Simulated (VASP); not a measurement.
Sr2AlO:

```
Sr Al O
1.0
     3.70849    0.00000    0.00000
     0.00000    3.70849    0.00000
     0.00000    0.00000    6.30683
Sr Al O
2 1 1
Direct
  0.50000 0.50000 0.23269
  0.50000 0.50000 0.76731
  0.00000 0.00000 0.50000
  0.50000 0.50000 0.50000
```

The cell was built from a structure type or drawn by symmetry, and may not be a known phase.

```yaml
Program: VASP 6.6.1
Task: relaxation of cell and atoms
Functional: PBE
Potentials_or_basis: VASP PAW PBE potentials, release 64 (Sr_sv, Al, O)
Cutoff: 600 eV
k_mesh: 5 × 5 × 3
Occupations: gaussian, width 0.2 eV
Spin: no spin polarisation
```

At the start: pressure 50.8 GPa; volume 21.68 Å³/atom.

Question: How do energy, volume and symmetry change on relaxing?

Answer: Over 19 steps the energy falls by 2005.9 meV/atom and the volume is 28.29 Å³/atom (+30.5 %); space group P4/mmm (No. 123, to 0.1 Å) before and after.

The path:
```
step  energy change (eV)  largest force (eV/Å)  pressure (GPa)  volume (Å³)
   1              0.0000               16.4344           50.84        86.74
   2              1.4685                6.0700           -6.02       186.92
   3             -0.1536                5.4563           -5.77       170.86
   4             -1.2277                5.2194           -5.57       159.44
   5             -4.4914                6.0578           -3.58       121.12
   6             -5.6920                5.9839            2.52       103.45
   7             -5.7244                5.4574            5.91        99.39
   8             -5.7213                5.8295            3.75       101.81
   9             -7.4739                1.9788           -3.30       113.90
  10             -7.5112                1.8797           -3.61       115.05
  11             -7.5461                1.6990           -4.21       117.31
  12             -7.9256                0.6631            0.24       107.21
  13             -7.9311                0.4399            1.09       105.89
  14             -7.9725                0.2842            1.00       107.01
  15             -8.0141                0.0422            0.84       109.58
  16             -8.0145                0.0730            0.82       109.85
  17             -8.0185                0.1739           -0.39       113.00
  18             -8.0199                0.0929            0.00       111.92
  19             -8.0237                0.0346            0.02       113.16
```

Final structure:
```
Sr Al O
1.0
     3.62563    0.00000    0.00000
     0.00000    3.62563    0.00000
     0.00000    0.00000    8.60884
Sr Al O
2 1 1
Direct
  0.50000 0.50000 0.23312
  0.50000 0.50000 0.76688
  0.00000 0.00000 0.50000
  0.50000 0.50000 0.50000
```

Caveat: the volume moved by over 15 % at a fixed basis, so the end points are rough; an odd number of electrons without spin polarisation forces a metal; a magnetic or distorted state may lie lower; the relaxation stopped at a loose force limit of 0.08 eV/Å, so its end isn't a converged minimum.
